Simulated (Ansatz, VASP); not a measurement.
# One calculation of Al2Cu, two programs

INCAR

```
PREC = Accurate ; ENCUT = 520
EDIFF = 1E-6 ; ISMEAR = 0
SIGMA = 0.15 ; LREAL = F
LASPH = T ; NELM = 60
ALGO = Fast ; ISIF = 2
LWAVE = F ; LCHARG = T
GGA = PE ; LELF = T
LVHAR = T ; NBANDS = 26
```

KPOINTS

```
Automatic mesh
0
Gamma
  10 10 10
```

File POSCAR:

```
Al2Cu
1.0
   -2.9051000000      2.9051000000      2.5633500000
    2.9051000000     -2.9051000000      2.5633500000
    2.9051000000      2.9051000000     -2.5633500000
Al Cu
4 2
Direct
    0.1587211657      0.6587211657      0.8174423314
    0.6587211657      0.8412788343      0.5000000000
    0.8412788343      0.3412788343      0.1825576686
    0.3412788343      0.1587211657      0.5000000000
    0.7500000000      0.7500000000      0.0000000000
    0.2500000000      0.2500000000      0.0000000000
```

Input for Ansatz:

```yaml
crystal:
  lattice:
    - [-2.9051, 2.9051, 2.56335]
    - [2.9051, -2.9051, 2.56335]
    - [2.9051, 2.9051, -2.56335]
  atoms:
    - { symbol: Al, position: [0.1587211657, 0.6587211657, 0.8174423314] }
    - { symbol: Al, position: [0.6587211657, 0.8412788343, 0.5] }
    - { symbol: Al, position: [0.8412788343, 0.3412788343, 0.1825576686] }
    - { symbol: Al, position: [0.3412788343, 0.1587211657, 0.5] }
    - { symbol: Cu, position: [0.75, 0.75, 0.0] }
    - { symbol: Cu, position: [0.25, 0.25, 0.0] }
basis:
  ecutwfc: 520.0
kpoints:
  mp_grid: { grid: [10, 10, 10] }
hamiltonian:
  xc: pbe
  pseudopotentials: { kind: paw, azcp: { folder: soft_1 } }
scf:
  occupations: { method: gaussian, width: 0.15 }
output:
  forces: true
  stress: true
  eigenvalues: true
```

Alike in both runs: task single point; functional PBE; k mesh 10 × 10 × 10; occupations gaussian, width 0.15 eV; no spin polarisation.

|  | VASP | Ansatz |
| --- | --- | --- |
| version | VASP 6.6.1 | Ansatz 0.2.0 |
| potentials or method | VASP PAW PBE potentials, release 64 (Al, Cu), cutoff 520 eV | scalar-relativistic, plane waves, PAW |
| valence electrons in the cell | 34 | 50 |

|  | VASP | Ansatz | Ansatz less VASP |
| --- | --- | --- | --- |
| gap on the k mesh at the Fermi level (eV) | none | none | - |
| pressure (GPa) | 4.5 | 4.3 | -0.18 |
| traceless stress, the component that is largest in VASP (GPa) | -6.28 | -6.36 | -0.077 |
| rms of the force components (eV/Å) | 0.137 | 0.139 | +0.0018 |

Atom by atom the forces differ by 0.002 eV/Å (rms over components). A gap of «none» marks a metal or a gap that the smearing closes. VASP's potentials hold 34 valence electrons a cell and Ansatz's 50, so a difference there can come from the potentials and not from the codes.
